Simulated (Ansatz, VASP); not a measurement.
TaSi6: VASP beside Ansatz

```
CELL_PARAMETERS angstrom
5.29352 0.24431 0.11844
-0.25054 5.27064 -0.09088
-1.33412 -2.65525 4.11213
ATOMIC_POSITIONS crystal
Ta 0.80877 0.15015 0.01447
Si 0.32258 0.32932 0.03918
Si 0.21896 0.25305 0.49903
Si 0.67239 0.61492 0.93147
Si 0.94407 0.70599 0.54271
Si 0.65756 0.13123 0.44632
Si 0.37567 0.81533 0.52683
```

Change from the starting cell: the structure that the rattled cell fell into.

Alike in both runs: functional PBE; k mesh 4 × 4 × 4; occupations gaussian, width 0.1 eV; no spin polarisation.

Ansatz relaxed the structure, and its values are those at the end. VASP's run is a single point on that final structure, the one shown.

|  | VASP | Ansatz |
| --- | --- | --- |
| version | VASP 6.6.1 | Ansatz 0.2.0 |
| potentials or method | VASP PAW PBE potentials, release 64 (Ta_pv, Si), cutoff 520 eV | scalar-relativistic, plane waves, PAW |
| valence electrons in the cell | 35 | 37 |

|  | VASP | Ansatz | Ansatz less VASP |
| --- | --- | --- | --- |
| gap on the k mesh at the Fermi level (eV) | none | none | - |
| pressure (GPa) | 0.0 | 0.0 | 0.00 |
| rms of the force components (eV/Å) | 0.011 | 0.008 | -0.0025 |

A gap of «none» marks a metal or a gap that the smearing closes. The functional is the same, so the differences come from potentials, cutoffs and numerics. VASP's potentials hold 35 valence electrons a cell and Ansatz's 37, so a difference there can come from the potentials and not from the codes.

The k mesh is coarse, so the values compare programs but aren't converged. Neither program's run includes spin-orbit coupling.
